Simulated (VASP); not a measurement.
# Mo (Im-3m) in VASP: notebook

Runs on Mo. Level: PBEsol. Tasks: single point, relaxation of cell and atoms.

All numbers are computed with VASP 6.6.1; they aren't measurements. Logs are shortened: lines on timing, memory, paths and dates and some standing lists are left out, and cuts for length are marked.

## 1. The cell of the first run

Symmetry: Im-3m, No. 229, cubic system. The conventional cell has a = 3.131 Å, b = 3.131 Å, c = 3.131 Å, α = 90.00°, β = 90.00°, γ = 90.00°. Mo (site symmetry m-3m) has 14 Mo at 2.71 to 3.13 Å within 3.6 Å.

## 2. Single point, PBEsol

Input file INCAR:

```
PREC = Accurate ; ENCUT = 520
EDIFF = 1E-6 ; ISMEAR = 0
SIGMA = 0.1 ; LREAL = F
LASPH = T ; NELM = 60
ALGO = Normal ; ISIF = 2
LWAVE = F ; LCHARG = T
GGA = PS ; LELF = T
LVHAR = T ; NBANDS = 13
```

Input file KPOINTS:

```
Automatic mesh
0
Gamma
  15 15 15
```

Input file POSCAR:

```
Mo
1.0
   -1.5653794649      1.5653794649      1.5653794649
    1.5653794649     -1.5653794649      1.5653794649
    1.5653794649      1.5653794649     -1.5653794649
Mo
1
Direct
    0.0000000000      0.0000000000      0.0000000000
```

Potentials or basis: VASP PAW PBE potentials, release 64 (Mo_sv).

The run is started by

```bash
> cat potpaw_PBE.64/Mo_sv/POTCAR > POTCAR
> mpirun -np 1 vasp_std > vasp.out
```

OUTCAR:

```text
PREC = Accurate
   ENCUT = 520
   EDIFF = 1E-6
   ISMEAR = 0
   LREAL = F
   LASPH = T
   NELM = 60
   ISIF = 2
   GGA = PS

 ion  position               nearest neighbor table
   1  0.000  0.000  0.000-

  LATTYP: Found a body centered cubic cell.
 ALAT       =     3.1307589298

  Lattice vectors:

 A1 = (  -1.5653794649,   1.5653794649,   1.5653794649)
 A2 = (   1.5653794649,  -1.5653794649,   1.5653794649)
 A3 = (   1.5653794649,   1.5653794649,  -1.5653794649)

Analysis of symmetry for initial positions (statically):
=====================================================================
 Subroutine PRICEL returns:
 Original cell was already a primitive cell.

 Routine SETGRP: Setting up the symmetry group for a
 body centered cubic supercell.

 Subroutine GETGRP returns: Found 48 space group operations
[... 9 lines left out ...]

 Routine SETGRP: Setting up the symmetry group for a
 body centered cubic supercell.

 Subroutine GETGRP returns: Found 48 space group operations
[... 11 lines left out ...]
                                     Primitive cell

  volume of cell :      15.3433

  direct lattice vectors                    reciprocal lattice vectors
    -1.565379465  1.565379465  1.565379465     0.000000000  0.319411370  0.319411370
     1.565379465 -1.565379465  1.565379465     0.319411370  0.000000000  0.319411370
     1.565379465  1.565379465 -1.565379465     0.319411370  0.319411370  0.000000000

  length of vectors
     2.711316766  2.711316766  2.711316766     0.451715892  0.451715892  0.451715892

  position of ions in fractional coordinates (direct lattice)
     0.000000000  0.000000000  0.000000000

  ion indices of the primitive-cell ions
   primitive index   ion index
                 1           1

----------------------------------------------------------------------------------------

 KPOINTS: Automatic mesh

Automatic generation of k-mesh.
 Grid dimensions read from file:
 generate k-points for:   15   15   15

 Generating k-lattice:

  Cartesian coordinates                     Fractional coordinates (reciprocal lattice)
     0.000000000  0.021294091  0.021294091     0.066666667  0.000000000  0.000000000
     0.021294091  0.000000000  0.021294091     0.000000000  0.066666667  0.000000000
     0.021294091  0.021294091  0.000000000     0.000000000  0.000000000  0.066666667

  Length of vectors
     0.030114393  0.030114393  0.030114393

  Shift w.r.t. Gamma in fractional coordinates (k-lattice)
     0.000000000  0.000000000  0.000000000

 Subroutine IBZKPT returns following result:
 ===========================================

 Found    120 irreducible k-points:

 Following reciprocal coordinates:
            Coordinates               Weight
  0.000000  0.000000  0.000000      1.000000
  0.066667  0.000000  0.000000     12.000000
  0.133333  0.000000  0.000000     12.000000
  0.200000  0.000000  0.000000     12.000000
  0.266667  0.000000  0.000000     12.000000
  0.333333  0.000000  0.000000     12.000000
[... 16 lines left out ...]
  0.333333  0.200000  0.000000     48.000000
  0.400000  0.200000  0.000000     24.000000
 [... further k-points ...]
   k-points           NKPTS =    120   k-points in BZ     NKDIM =    120   number of bands    NBANDS=     13
   number of dos      NEDOS =    301   number of ions     NIONS =      1
   total plane-waves  NPLWV =   8000
   dimension x,y,z NGX =    20 NGY =   20 NGZ =   20
   dimension x,y,z NGXF=    40 NGYF=   40 NGZF=   40
   ions per type =               1
   NGX,Y,Z   is equivalent  to a cutoff of  12.26, 12.26, 12.26 a.u.
   NGXF,Y,Z  is equivalent  to a cutoff of  24.53, 24.53, 24.53 a.u.
 SYSTEM =  unknown system
   PREC   = accura    normal or accurate (medium, high low for compatibility)
   ISTART =      0    job   : 0-new  1-cont  2-samecut
   ICHARG =      2    charge: 1-file 2-atom 10-const
   ISPIN  =      1    spin polarized calculation?
   LNONCOLLINEAR =      F non collinear calculations
   LSORBIT =      F    spin-orbit coupling
   LASPH  =      T    aspherical Exc in radial PAW
   ENCUT  =  520.0 eV  38.22 Ry    6.18 a.u.   5.04  5.04  5.04*2*pi/ulx,y,z
   NELM   =     60;   NELMIN=  2; NELMDL= -5     # of ELM steps
   EDIFF  = 0.1E-05   stopping-criterion for ELM
   LREAL  =      F    real-space projection
   EDIFFG = 0.1E-04   stopping-criterion for IOM
   NSW    =      0    number of steps for IOM
   IBRION =     -1    ionic relax: 0-MD 1-quasi-New 2-CG
   NFREE  =      0    steps in history (QN), initial steepest desc. (CG)
   ISIF   =      2    stress and relaxation
   ISYM   =      2    0-nonsym 1-usesym 2-fastsym
   POTIM  = 0.5000    time-step for ionic-motion
   TEBEG  =    0.0;   TEEND  =   0.0 temperature during run
   PSTRESS=    0.0 pullay stress
   NELECT =      14.0000    total number of electrons
   NUPDOWN=      -1.0000    fix difference up-down
   EMIN   =  10.00;   EMAX   =-10.00  energy-range for DOS
   EFERMI =   0.00;   METHOD = LEGACY
   ISMEAR =     0;   SIGMA  =   0.10  broadening in eV -4-tet -1-fermi 0-gaus
   EFERMI_NEDOS =   21; number of points for ismear=-14 and -15
   IALGO  =     38    algorithm
   IMIX   =      4    mixing-type and parameters
     AMIX     =   0.40;   BMIX     =  1.00
     AMIX_MAG =   1.60;   BMIX_MAG =  1.00
  volume/ion in A,a.u.               =      15.34       103.54
  Fermi-wavevector in a.u.,A,eV,Ry     =   1.587856  3.000613 34.304203  2.521288
  Thomas-Fermi vector in A             =   2.686949
   LORBIT       =      0    0 simple, 1 ext, 2 COOP (PROOUT), +10 PAW based schemes
   GGA     = PS    functional components
   LHFCALC =     F    Hartree Fock is set to
   AEXX    =    0.0000 exact exchange contribution
   IVDW    =     0    specifies the selected vdW correction
   LEPSILON=     F    determine dielectric tensor
   LRPA    =     F    only Hartree local field effects (RPA)
 non-spin polarized calculation
 Gauss-broadening in eV      SIGMA  =   0.10
  energy-cutoff  :      520.00
  volume of cell :       15.34
 maximum number of plane-waves:       423
   NGX =  9   NGY =  9   NGZ =  9

 number of electron      13.9999998 magnetization

 Free energy of the ion-electron system (eV)
  ---------------------------------------------------
  ext. energy  EPLUGINS =         0.00000000
  ---------------------------------------------------
  free energy    TOTEN  =       -11.77645129 eV

  energy without entropy =      -11.77273404  energy(sigma->0) =      -11.77459266

 E-fermi :  12.7057     XC(G=0): -13.6351

 val. band max:       12.6611166691   @ k =  -0.2667   0.3333   0.1333
 cond. band min:      12.7252432586   @ k =   0.1333   0.0667   0.0000
 fundamental gap:      0.0641265895
 Fermi energy:        12.7057206164

 k-point     1 :       0.0000    0.0000    0.0000
  band No.  band energies     occupation
      1     -48.4375      2.00000
      2     -21.6797      2.00000
      3     -21.6797      2.00000
      4     -21.6797      2.00000
      5       5.4206      2.00000
      6      11.3600      2.00000
      7      11.3600      2.00000
      8      11.3600      2.00000
      9      14.4436      0.00000
     10      14.4436      0.00000
     11      27.6024      0.00000
     12      27.6024      0.00000
     13      27.6024      0.00000

 k-point     2 :       0.0667    0.0000    0.0000
  band No.  band energies     occupation
      1     -48.4254      2.00000
      2     -21.7491      2.00000
      3     -21.7010      2.00000
      4     -21.6802      2.00000
      5       5.6218      2.00000
      6      11.2453      2.00000
      7      11.3402      2.00000
      8      11.5498      2.00000
      9      14.2750      0.00000
     10      14.4464      0.00000
     11      27.7551      0.00000
     12      27.9425      0.00000
     13      28.0101      0.00000

 k-point     3 :       0.1333    0.0000    0.0000
  band No.  band energies     occupation
      1     -48.3909      2.00000
      2     -21.9428      2.00000
      3     -21.7608      2.00000
      4     -21.6818      2.00000
      5       6.1806      2.00000
      6      10.9372      2.00000
      7      11.2482      2.00000
      8      12.1083      2.00000
      9      13.9580      0.00000
     10      14.4658      0.00000
     11      28.0767      0.00000
     12      28.9223      0.00000
     13      28.9377      0.00000

 k-point     4 :       0.2000    0.0000    0.0000
  band No.  band energies     occupation
      1     -48.3398      2.00000
      2     -22.2213      2.00000
      3     -21.8479      2.00000
      4     -21.6842      2.00000
      5       6.9322      2.00000
      6      10.5202      2.00000
      7      11.1049      2.00000
      8      13.0002      0.00003
      9      13.8227      0.00000
     10      14.5259      0.00000
     11      28.1044      0.00000
     12      29.5246      0.00000
     13      30.4408      0.00000

 k-point     5 :       0.2667    0.0000    0.0000
  band No.  band energies     occupation
      1     -48.2805      2.00000
      2     -22.5319      2.00000
      3     -21.9464      2.00000
      4     -21.6870      2.00000
      5       7.5189      2.00000
      6      10.0850      2.00000
      7      11.2543      2.00000
      8      13.9628      0.00000
      9      14.1601      0.00000
     10      14.6447      0.00000
     11      27.4053      0.00000
     12      28.8931      0.00000
     13      32.3720      0.00000

 k-point     6 :       0.3333    0.0000    0.0000
  band No.  band energies     occupation
      1     -48.2231      2.00000
      2     -22.8206      2.00000
      3     -22.0391      2.00000
      4     -21.6897      2.00000
      5       7.6254      2.00000
      6       9.7038      2.00000
      7      12.0597      2.00000
      8      14.2529      0.00000
      9      14.8152      0.00000
     10      15.4725      0.00000
     11      26.3174      0.00000
     12      27.4093      0.00000
     13      34.0133      0.00000

 k-point     7 :       0.4000    0.0000    0.0000
  band No.  band energies     occupation
      1     -48.1779      2.00000
      2     -23.0411      2.00000
      3     -22.1105      2.00000
      4     -21.6919      2.00000
      5       7.4604      2.00000
      6       9.4258      2.00000
      7      13.2262      0.00000
      8      14.5264      0.00000
      9      14.9957      0.00000
     10      16.7265      0.00000
     11      25.3558      0.00000
     12      25.8563      0.00000
     13      31.7920      0.00000
[... 193 lines left out ...]
 k-point    20 :       0.4000    0.1333    0.0000
  band No.  band energies     occupation
      1     -48.1413      2.00000
      2     -23.0816      2.00000
      3     -22.2367      2.00000
      4     -21.7796      2.00000
      5       7.8384      2.00000
      6       9.4436      2.00000
      7      12.6285      1.72537
      8      14.3278      0.00000
      9      15.6411      0.00000
     10      18.9277      0.00000
     11      24.3221      0.00000
     12      25.6791      0.00000
     13      29.5284      0.00000

 k-point    21 :       0.2000    0.2000    0.0000
  band No.  band energies     occupation
      1     -48.2094      2.00000
      2     -22.7659      2.00000
      3     -22.0902      2.00000
      4     -21.8003      2.00000
      5       8.4741      2.00000
      6       9.8967      2.00000
      7      10.6055      2.00000
      8      13.6994      0.00000
      9      15.1673      0.00000
     10      16.6225      0.00000
     11      26.8639      0.00000
     12      28.3027      0.00000
     13      31.4530      0.00000

 k-point    22 :       0.2667    0.2000    0.0000
  band No.  band energies     occupation
      1     -48.1668      2.00000
      2     -22.8952      2.00000
      3     -22.2270      2.00000
      4     -21.8208      2.00000
      5       8.5272      2.00000
      6       9.7090      2.00000
      7      11.0732      2.00000
      8      13.9807      0.00000
      9      15.2867      0.00000
     10      18.2596      0.00000
     11      25.6159      0.00000
     12      27.2642      0.00000
     13      30.0433      0.00000

 k-point    23 :       0.3333    0.2000    0.0000
  band No.  band energies     occupation
      1     -48.1378      2.00000
      2     -22.9715      2.00000
      3     -22.3339      2.00000
      4     -21.8309      2.00000
      5       8.3928      2.00000
      6       9.6270      2.00000
      7      11.5810      2.00000
      8      14.2653      0.00000
      9      15.4383      0.00000
     10      19.7327      0.00000
     11      24.3162      0.00000
     12      26.2112      0.00000
     13      29.4049      0.00000

 k-point    24 :       0.4000    0.2000    0.0000
  band No.  band energies     occupation
      1     -48.1275      2.00000
      2     -22.9962      2.00000
      3     -22.3742      2.00000
      4     -21.8340      2.00000
      5       8.3253      2.00000
      6       9.6043      2.00000
      7      11.7852      2.00000
      8      14.3527      0.00000
      9      15.5673      0.00000
     10      20.4374      0.00000
     11      23.6580      0.00000
     12      25.7683      0.00000
     13      29.2241      0.00000

 [... further k-points ...]
[... 5 lines left out ...]
  --------------------------------------------------------------------------------------
  -------------------------------------------------------------------------------------
  Total        0.0530678      0.0530678      0.0530678     -0.0000000      0.0000000     -0.0000000
  in kB        5.5414451      5.5414451      5.5414451     -0.0000000      0.0000000     -0.0000000
  external PRESSURE =       5.5414451 kB  Pullay stress =       0.0000000 kB

 VOLUME and BASIS-vectors are now :
 -----------------------------------------------------------------------------
  energy-cutoff  :      520.00
  volume of cell :       15.34
      direct lattice vectors                 reciprocal lattice vectors
    -1.565379465  1.565379465  1.565379465     0.000000000  0.319411370  0.319411370
     1.565379465 -1.565379465  1.565379465     0.319411370  0.000000000  0.319411370
     1.565379465  1.565379465 -1.565379465     0.319411370  0.319411370  0.000000000

 POSITION                                       TOTAL-FORCE (eV/Angst)
 -----------------------------------------------------------------------------------
      0.00000      0.00000      0.00000        -0.000000      0.000000      0.000000
 -----------------------------------------------------------------------------------
    total drift:                                0.000000      0.000000      0.000000

  FREE ENERGIE OF THE ION-ELECTRON SYSTEM (eV)
  ---------------------------------------------------
  free  energy   TOTEN  =       -11.7764512878 eV

  energy  without entropy=      -11.7727340374  energy(sigma->0) =      -11.77459266
```

It took 7.1 s on 1 thread of Intel Xeon 6975P-C (Granite Rapids), shared host; peak memory 0.14 GiB.

Results:

| Property | Result |
| --- | --- |
| Free energy | -11.7765 eV |
| Pressure | 0.6 GPa |
| Band gap on the k mesh | zero (band 7 reaches 16.57 eV, above the bottom of band 8 at 11.36 eV) |

Levels at points of the mesh, in eV from the Fermi level:
```csv
k point,band 3,band 4,band 5,band 6,band 7,band 8,band 9,band 10,band 11,band 12
"(0.00, 0.00, 0.00)",-34.39,-34.39,-7.29,-1.35,-1.35,-1.35,1.74,1.74,14.90,14.90
```

Caveat: the PAW data sets were made with another functional, which shifts forces and pressure a little.

## 3. Single point, PBEsol

This run uses another cell than the first one, of 15.24 Å³/atom, 0.993 times its volume.

Input file INCAR:

```
PREC = Accurate
ENCUT = 520
EDIFF = 1E-7
ISMEAR = 0
SIGMA = 0.1
LREAL = False
LASPH = True
NELM = 80
ALGO = Normal
ISIF = 2
LWAVE = False
LCHARG = True
GGA = PS
LELF = True
LVHAR = True
NBANDS = 13
```

Input file KPOINTS:

```
regular mesh
0
Gamma
  15 15 15
```

Input file POSCAR:

```
Mo
1.0
   -1.5617125936      1.5617125936      1.5617125936
    1.5617125936     -1.5617125936      1.5617125936
    1.5617125936      1.5617125936     -1.5617125936
Mo
1
Direct
    0.0000000000      0.0000000000      0.0000000000
```

Potentials or basis: VASP PAW PBE potentials, release 64 (Mo_sv).

The run is started by

```bash
> cat potpaw_PBE.64/Mo_sv/POTCAR > POTCAR
> mpirun -np 1 vasp_std > vasp.out
```

Wall time 7.7 s (1 thread of Intel Xeon 6975P-C (Granite Rapids), shared host); peak memory 0.14 GiB.

It converged, with:

```
Free energy            : -11.7754 eV
Pressure               : 2.6 GPa
Band gap on the k mesh : zero (band 7 reaches 16.73 eV, above the bottom of band 8 at 11.46 eV)
```

Levels at points of the mesh, in eV from the Fermi level:
| k point | band 4 | band 5 | band 6 | band 7 | band 8 | band 9 | band 10 | band 11 |
| --- | --- | --- | --- | --- | --- | --- | --- | --- |
| (0.00, 0.00, 0.00) | -34.37 | -7.31 | -1.36 | -1.36 | -1.36 | 1.75 | 1.75 | 14.91 |

Caveat: the PAW data sets were made with another functional, which shifts forces and pressure a little.

(Part 1 of 2 ends here.)
